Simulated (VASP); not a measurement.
Input of a VASP 6.6.1 run:

POSCAR

```
ZnS
1.0
    0.0471539809      2.6945131942      2.6945131942
    2.7416671751      0.0000000000      2.7416671751
    2.6945131942      2.6945131942      0.0471539809
Zn S
1 1
Direct
    0.0000000000      0.0000000000      0.0000000000
    0.7500000000      0.7500000000      0.7500000000
```

INCAR.step1

```
PREC     = Accurate       # precision mode
ENCUT    = 520            # plane-wave cutoff, eV
ISMEAR   = 0              # smearing method
SIGMA    = 0.05           # smearing width, eV
LREAL    = False          # projectors in reciprocal space
LASPH    = True           # aspherical terms in the spheres
NELM     = 80             # most SCF steps
NBANDS   = 16             # bands
GGA      = PE             # functional
ALGO     = Normal         # electronic algorithm
EDIFF    = 1E-4           # SCF threshold, eV
LWAVE    = True           # write WAVECAR
LCHARG   = False          # write CHGCAR
```

INCAR.step2

```
PREC     = Accurate       # precision mode
ENCUT    = 520            # plane-wave cutoff, eV
EDIFF    = 1E-6           # SCF threshold, eV
ISMEAR   = 0              # smearing method
SIGMA    = 0.05           # smearing width, eV
LREAL    = False          # projectors in reciprocal space
LASPH    = True           # aspherical terms in the spheres
NELM     = 80             # most SCF steps
ALGO     = Normal         # electronic algorithm
ISIF     = 2              # what is computed and relaxed
LWAVE    = False          # write WAVECAR
LCHARG   = False          # write CHGCAR
METAGGA  = R2SCAN         # meta-GGA
LMIXTAU  = True         
NBANDS   = 16             # bands
ISTART   = 1
```

Contents of KPOINTS:

```
regular mesh
0
Gamma
  8 8 8
```

Potentials or basis: VASP PAW PBE potentials, release 64 (Zn, S).

Command:

```console
$ cat potpaw_PBE.64/Zn/POTCAR potpaw_PBE.64/S/POTCAR > POTCAR
$ cp INCAR.step1 INCAR
$ mpirun -np 1 vasp_std > vasp.out
$ cp INCAR.step2 INCAR
$ mpirun -np 1 vasp_std > vasp.out
```

(1) Predict the pressure.

(2) Estimate the band gap on the k mesh.

(3) Estimate the largest force.

## Answers

(1) 0.2 GPa.

(2) 2.63 eV, direct.

(3) 0.201 eV/Å.

Caveat: the cell differs from its parent crystal (strain +0.0350 x Voigt [0, 0, 0, 0, 1, 0]); the PAW data sets were made with another functional, which shifts forces and pressure a little.
